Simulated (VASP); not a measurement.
# Al (P6_3/mmc) in VASP: a series of runs

Al is run at these levels: r2SCAN; tasks: single point.

Everything below comes from runs of VASP 6.6.1. Logs are shortened: lines on timing, memory, paths and dates and some standing lists are left out, and cuts for length are marked.

### Step 1. The cell of the first run

The structure is hexagonal, space group P6_3/mmc (No. 194). The conventional cell has a = 2.817 Å, b = 2.817 Å, c = 4.662 Å, α = 90.00°, β = 90.00°, γ = 120.00°. Within 3.7 Å of Al (site symmetry -6m2) lie 12 Al at 2.82 to 2.84 Å.

This isn't the form of Al at room conditions, which is fcc.

### Step 2. Single point, r2SCAN

POSCAR reads:

```
Al
1.0
    2.8168317353      0.0000000000      0.0000000000
   -1.4084158676      2.4394478410      0.0000000000
    0.0000000000      0.0000000000      4.6622414736
Al
2
Direct
    0.6666666667      0.3333333333      0.7500000000
    0.3333333333      0.6666666667      0.2500000000
```

INCAR.step1 reads:

```
SYSTEM = Al
PREC = Accurate
ENCUT = 520
ISMEAR = 0
SIGMA = 0.1
LREAL = .FALSE.
LASPH = .TRUE.
NELM = 100
NBANDS = 10
GGA = PE
ALGO = Normal
EDIFF = 1E-4
LWAVE = .TRUE.
LCHARG = .FALSE.
```

INCAR.step2 reads:

```
SYSTEM = Al
PREC = Accurate
ENCUT = 520
EDIFF = 1E-6
ISMEAR = 0
SIGMA = 0.1
LREAL = .FALSE.
LASPH = .TRUE.
NELM = 100
ALGO = Normal
ISIF = 2
LWAVE = .FALSE.
LCHARG = .FALSE.
METAGGA = R2SCAN
LMIXTAU = .TRUE.
NBANDS = 10
ISTART = 1
```

KPOINTS reads:

```
regular mesh
0
G
  24 24 12
  0 0 0
```

Potentials or basis: VASP PAW PBE potentials, release 64 (Al).

Command:

```bash
$ cat potpaw_PBE.64/Al/POTCAR > POTCAR
$ cp INCAR.step1 INCAR
$ mpirun -np 1 vasp_std > vasp.out
$ cp INCAR.step2 INCAR
$ mpirun -np 1 vasp_std > vasp.out
```

OUTCAR:

```text
SYSTEM = Al
   PREC = Accurate
   ENCUT = 520
   EDIFF = 1E-6
   ISMEAR = 0
   LREAL = .FALSE.
   LASPH = .TRUE.
   NELM = 100
   ISIF = 2
   METAGGA = R2SCAN
   ISTART = 1

 ion  position               nearest neighbor table
   1  0.667  0.333  0.750-   2 2.84   2 2.84   2 2.84   2 2.84   2 2.84   2 2.84
   2  0.333  0.667  0.250-   1 2.84   1 2.84   1 2.84   1 2.84   1 2.84   1 2.84

  LATTYP: Found a hexagonal cell.
 ALAT       =     2.8168317353
 C/A-ratio  =     1.6551366612

  Lattice vectors:

 A1 = (   2.8168317353,   0.0000000000,   0.0000000000)
 A2 = (  -1.4084158676,   2.4394478410,   0.0000000000)
 A3 = (   0.0000000000,   0.0000000000,   4.6622414736)

Analysis of symmetry for initial positions (statically):
=====================================================================
 Subroutine PRICEL returns:
 Original cell was already a primitive cell.

 Routine SETGRP: Setting up the symmetry group for a
 hexagonal supercell.

 Subroutine GETGRP returns: Found 24 space group operations
 (whereof 12 operations were pure point group operations)
 out of a pool of 24 trial point group operations.

The static configuration has the point symmetry D_3d.
 The point group associated with its full space group is D_6h.

Analysis of symmetry for dynamics (positions and initial velocities):
=====================================================================
 Subroutine PRICEL returns:
 Original cell was already a primitive cell.

 Routine SETGRP: Setting up the symmetry group for a
 hexagonal supercell.

 Subroutine GETGRP returns: Found 24 space group operations
 (whereof 12 operations were pure point group operations)
 out of a pool of 24 trial point group operations.

The dynamic configuration has the point symmetry D_3d.
 The point group associated with its full space group is D_6h.

 Subroutine INISYM returns: Found 24 space group operations
 (whereof 12 operations are pure point group operations),
 and found     1 'primitive' translations

----------------------------------------------------------------------------------------

                                     Primitive cell

  volume of cell :      32.0367

  direct lattice vectors                    reciprocal lattice vectors
     2.816831735  0.000000000  0.000000000     0.355008781  0.204964415  0.000000000
    -1.408415868  2.439447841  0.000000000     0.000000000  0.409928830  0.000000000
     0.000000000  0.000000000  4.662241474     0.000000000  0.000000000  0.214489105

  length of vectors
     2.816831735  2.816831735  4.662241474     0.409928830  0.409928830  0.214489105

  position of ions in fractional coordinates (direct lattice)
     0.666666667  0.333333333  0.750000000
     0.333333333  0.666666667  0.250000000

  ion indices of the primitive-cell ions
   primitive index   ion index
                 1           1
                 2           2

----------------------------------------------------------------------------------------

 KPOINTS: regular mesh

Automatic generation of k-mesh.
 Grid dimensions read from file:
 generate k-points for:   24   24   12

 Generating k-lattice:

  Cartesian coordinates                     Fractional coordinates (reciprocal lattice)
     0.014792033  0.008540184  0.000000000     0.041666667  0.000000000  0.000000000
     0.000000000  0.017080368  0.000000000     0.000000000  0.041666667  0.000000000
     0.000000000  0.000000000  0.017874092     0.000000000  0.000000000  0.083333333

  Length of vectors
     0.017080368  0.017080368  0.017874092

  Shift w.r.t. Gamma in fractional coordinates (k-lattice)
     0.000000000  0.000000000  0.000000000

 Subroutine IBZKPT returns following result:
 ===========================================

 Found    427 irreducible k-points:

 Following reciprocal coordinates:
            Coordinates               Weight
  0.000000  0.000000  0.000000      1.000000
  0.041667  0.000000  0.000000      6.000000
  0.083333  0.000000  0.000000      6.000000
  0.125000  0.000000  0.000000      6.000000
  0.166667  0.000000  0.000000      6.000000
  0.208333  0.000000  0.000000      6.000000
[... 16 lines left out ...]
  0.416667  0.041667  0.000000     12.000000
  0.458333  0.041667  0.000000     12.000000
 [... further k-points ...]
   k-points           NKPTS =    427   k-points in BZ     NKDIM =    427   number of bands    NBANDS=     10
   number of dos      NEDOS =    301   number of ions     NIONS =      2
   total plane-waves  NPLWV =  20736
   dimension x,y,z NGX =    24 NGY =   24 NGZ =   36
   dimension x,y,z NGXF=    48 NGYF=   48 NGZF=   72
   ions per type =               2
   NGX,Y,Z   is equivalent  to a cutoff of  14.16, 14.16, 12.84 a.u.
   NGXF,Y,Z  is equivalent  to a cutoff of  28.33, 28.33, 25.67 a.u.
 SYSTEM =  Al
   PREC   = accura    normal or accurate (medium, high low for compatibility)
   ISTART =      1    job   : 0-new  1-cont  2-samecut
   ICHARG =      0    charge: 1-file 2-atom 10-const
   ISPIN  =      1    spin polarized calculation?
   LNONCOLLINEAR =      F non collinear calculations
   LSORBIT =      F    spin-orbit coupling
   LASPH  =      T    aspherical Exc in radial PAW
   ENCUT  =  520.0 eV  38.22 Ry    6.18 a.u.   5.24  5.24  8.67*2*pi/ulx,y,z
   NELM   =    100;   NELMIN=  2; NELMDL=  0     # of ELM steps
   EDIFF  = 0.1E-05   stopping-criterion for ELM
   LREAL  =      F    real-space projection
   EDIFFG = 0.1E-04   stopping-criterion for IOM
   NSW    =      0    number of steps for IOM
   IBRION =     -1    ionic relax: 0-MD 1-quasi-New 2-CG
   NFREE  =      0    steps in history (QN), initial steepest desc. (CG)
   ISIF   =      2    stress and relaxation
   ISYM   =      2    0-nonsym 1-usesym 2-fastsym
   POTIM  = 0.5000    time-step for ionic-motion
   TEBEG  =    0.0;   TEEND  =   0.0 temperature during run
   PSTRESS=    0.0 pullay stress
   NELECT =       6.0000    total number of electrons
   NUPDOWN=      -1.0000    fix difference up-down
   EMIN   =  10.00;   EMAX   =-10.00  energy-range for DOS
   EFERMI =   0.00;   METHOD = LEGACY
   ISMEAR =     0;   SIGMA  =   0.10  broadening in eV -4-tet -1-fermi 0-gaus
   EFERMI_NEDOS =   21; number of points for ismear=-14 and -15
   IALGO  =     38    algorithm
   IMIX   =      4    mixing-type and parameters
     AMIX     =   0.40;   BMIX     =  1.00
     AMIX_MAG =   1.60;   BMIX_MAG =  1.00
  volume/ion in A,a.u.               =      16.02       108.10
  Fermi-wavevector in a.u.,A,eV,Ry     =   0.936648  1.770007 11.936507  0.877309
  Thomas-Fermi vector in A             =   2.063678
   LORBIT       =      0    0 simple, 1 ext, 2 COOP (PROOUT), +10 PAW based schemes
   METAGGA = R2SCAN    functional components
   LHFCALC =     F    Hartree Fock is set to
   AEXX    =    0.0000 exact exchange contribution
   IVDW    =     0    specifies the selected vdW correction
   LEPSILON=     F    determine dielectric tensor
   LRPA    =     F    only Hartree local field effects (RPA)
 non-spin polarized calculation
 Gauss-broadening in eV      SIGMA  =   0.10
  energy-cutoff  :      520.00
  volume of cell :       32.04
 maximum number of plane-waves:       881
 NGX is ok and might be reduce to    24

 number of electron       6.0000000 magnetization

 Free energy of the ion-electron system (eV)
  ---------------------------------------------------
  ext. energy  EPLUGINS =         0.00000000
  ---------------------------------------------------
  free energy    TOTEN  =       -13.40379668 eV

  energy without entropy =      -13.40042304  energy(sigma->0) =      -13.40210986

 E-fermi :   8.3436     XC(G=0): -11.0246

 val. band max:        8.3422957106   @ k =   0.1667   0.0833   0.2500
 cond. band min:       8.3507395010   @ k =   0.2917   0.2083   0.0833
 fundamental gap:      0.0084437905
 Fermi energy:         8.3435522657

 k-point     1 :       0.0000    0.0000    0.0000
  band No.  band energies     occupation
      1      -3.7295      2.00000
      2       3.1242      2.00000
      3       3.5775      2.00000
      4      20.1533      0.00000
      5      20.1533      0.00000
      6      20.3280      0.00000
      7      20.3280      0.00000
      8      21.0827      0.00000
      9      23.6986      0.00000
     10      23.8290      0.00000

 k-point     2 :       0.0417    0.0000    0.0000
  band No.  band energies     occupation
      1      -3.6836      2.00000
      2       3.1670      2.00000
      3       3.6217      2.00000
      4      18.8697      0.00000
      5      19.3458      0.00000
      6      20.3367      0.00000
      7      21.2061      0.00000
      8      21.6531      0.00000
      9      23.6965      0.00000
     10      24.2796      0.00000

 k-point     3 :       0.0833    0.0000    0.0000
  band No.  band energies     occupation
      1      -3.5460      2.00000
      2       3.2955      2.00000
      3       3.7538      2.00000
      4      17.2075      0.00000
      5      18.5327      0.00000
      6      19.7876      0.00000
      7      22.0116      0.00000
      8      22.2157      0.00000
      9      23.2609      0.00000
     10      23.8146      0.00000

 k-point     4 :       0.1250    0.0000    0.0000
  band No.  band energies     occupation
      1      -3.3170      2.00000
      2       3.5096      2.00000
      3       3.9729      2.00000
      4      15.5116      0.00000
      5      17.7955      0.00000
      6      19.0734      0.00000
      7      21.6092      0.00000
      8      21.7779      0.00000
      9      23.0976      0.00000
     10      23.2955      0.00000
[... 222 lines left out ...]
 k-point    22 :       0.3750    0.0417    0.0000
  band No.  band energies     occupation
      1       0.3836      2.00000
      2       5.4602      2.00000
      3       7.0137      2.00000
      4       7.8698      2.00000
      5      12.2305      0.00000
      6      12.4263      0.00000
      7      14.3619      0.00000
      8      17.6944      0.00000
      9      20.2671      0.00000
     10      20.5299      0.00000

 k-point    23 :       0.4167    0.0417    0.0000
  band No.  band energies     occupation
      1       1.2695      2.00000
      2       4.3687      2.00000
      3       7.8549      2.00000
      4       8.5596      0.00224
      5      11.0487      0.00000
      6      11.4333      0.00000
      7      14.1170      0.00000
      8      17.5105      0.00000
      9      20.0916      0.00000
     10      20.3957      0.00000

 k-point    24 :       0.4583    0.0417    0.0000
  band No.  band energies     occupation
      1       2.2347      2.00000
      2       3.2729      2.00000
      3       8.7179      0.00000
      4       9.3445      0.00000
      5      10.0150      0.00000
      6      10.5130      0.00000
      7      14.0050      0.00000
      8      17.4189      0.00000
      9      20.0037      0.00000
     10      20.3284      0.00000

 [... further k-points ...]

------------------------ aborting loop because EDIFF is reached ----------------------------------------

  FORCE on cell =-STRESS in cart. coord.  units (eV):
  Direction    XX          YY          ZZ          XY          YZ          ZX
  --------------------------------------------------------------------------------------
  -------------------------------------------------------------------------------------
  Total       -0.0642659     -0.0642659     -0.0647671     -0.0000000      0.0000000      0.0000000
  in kB       -3.2139863     -3.2139863     -3.2390500     -0.0000000      0.0000000      0.0000000
  external PRESSURE =      -3.2223409 kB  Pullay stress =       0.0000000 kB

 VOLUME and BASIS-vectors are now :
 -----------------------------------------------------------------------------
  energy-cutoff  :      520.00
  volume of cell :       32.04
      direct lattice vectors                 reciprocal lattice vectors
     2.816831735  0.000000000  0.000000000     0.355008781  0.204964415  0.000000000
    -1.408415868  2.439447841  0.000000000     0.000000000  0.409928830  0.000000000
     0.000000000  0.000000000  4.662241474     0.000000000  0.000000000  0.214489105

 POSITION                                       TOTAL-FORCE (eV/Angst)
 -----------------------------------------------------------------------------------
      1.40842      0.81315      3.49668         0.000000      0.000000      0.000000
     -0.00000      1.62630      1.16556        -0.000000     -0.000000      0.000000
 -----------------------------------------------------------------------------------
    total drift:                               -0.000000      0.000000     -0.000000

  FREE ENERGIE OF THE ION-ELECTRON SYSTEM (eV)
  ---------------------------------------------------
  free  energy   TOTEN  =       -13.4037966802 eV

  energy  without entropy=      -13.4004230365  energy(sigma->0) =      -13.40210986
```

It took 8 min on 1 thread of Intel Xeon 8259CL, shared host; peak memory 0.24 GiB.

What came out:

| Property | Result |
| --- | --- |
| Free energy | -13.4038 eV |
| Pressure | -0.3 GPa |
| Band gap on the k mesh | zero (bands 3 and 4 overlap by 7.68 eV) |

Caveat: the PAW data sets were made with another functional, which shifts forces and pressure a little.

### Step 3. Single point, r2SCAN

This run uses another cell than the first one: it holds 4 atoms, not 2.

POSCAR reads:

```
Al
1.0
    2.8221979398      0.0000000000      0.0000000000
   -1.4110989699      2.4440951103      0.0000000000
    0.0000000000      0.0000000000      9.2620595437
Al
4
Direct
    0.0000000000      0.0000000000      0.0000000000
    0.3333333333      0.6666666667      0.2500000000
    0.0000000000      0.0000000000      0.5000000000
    0.6666666667      0.3333333333      0.7500000000
```

INCAR.step1 reads:

```
PREC     = Accurate       # precision mode
ENCUT    = 520            # plane-wave cutoff, eV
ISMEAR   = 0              # smearing method
SIGMA    = 0.1            # smearing width, eV
LREAL    = F              # projectors in reciprocal space
LASPH    = T              # aspherical terms in the spheres
NELM     = 80             # most SCF steps
NBANDS   = 14             # bands
GGA      = PE             # functional
ALGO     = Normal         # electronic algorithm
EDIFF    = 1E-4           # SCF threshold, eV
LWAVE    = T              # write WAVECAR
LCHARG   = F              # write CHGCAR
```

INCAR.step2 reads:

```
PREC     = Accurate       # precision mode
ENCUT    = 520            # plane-wave cutoff, eV
EDIFF    = 1E-6           # SCF threshold, eV
ISMEAR   = 0              # smearing method
SIGMA    = 0.1            # smearing width, eV
LREAL    = F              # projectors in reciprocal space
LASPH    = T              # aspherical terms in the spheres
NELM     = 80             # most SCF steps
ALGO     = Normal         # electronic algorithm
ISIF     = 2              # what is computed and relaxed
LWAVE    = F              # write WAVECAR
LCHARG   = F              # write CHGCAR
METAGGA  = R2SCAN         # meta-GGA
LMIXTAU  = T            
NBANDS   = 14             # bands
ISTART   = 1
```

KPOINTS reads:

```
Automatic mesh
0
Gamma
  18 18 6
```

Potentials or basis: VASP PAW PBE potentials, release 64 (Al).

Command:

```bash
$ cat potpaw_PBE.64/Al/POTCAR > POTCAR
$ cp INCAR.step1 INCAR
$ mpirun -np 1 vasp_std > vasp.out
$ cp INCAR.step2 INCAR
$ mpirun -np 1 vasp_std > vasp.out
```

It took 9.2 min on 1 thread of Intel Xeon 8259CL, shared host; peak memory 0.25 GiB.

Results (log left out):

- Free energy: -26.8943 eV
- Pressure: -0.3 GPa
- Band gap on the k mesh: zero (bands 6 and 7 overlap by 5.79 eV)

Levels at points of the mesh, in eV from the Fermi level:
```tsv
k point	band 4	band 5	band 6	band 7	band 8	band 9
(0.00, 0.00, 0.00)	-5.15	-4.63	3.65	3.65	11.76	11.76
(0.50, 0.00, 0.00)	-4.27	-3.45	-3.44	0.82	1.23	1.52
(0.00, 0.00, 0.50)	-8.00	-0.98	-0.98	8.87	8.87	12.10
(0.50, 0.00, 0.50)	-5.15	-1.99	-1.99	-1.26	-1.26	4.95
```

Caveat: the PAW data sets were made with another functional, which shifts forces and pressure a little.
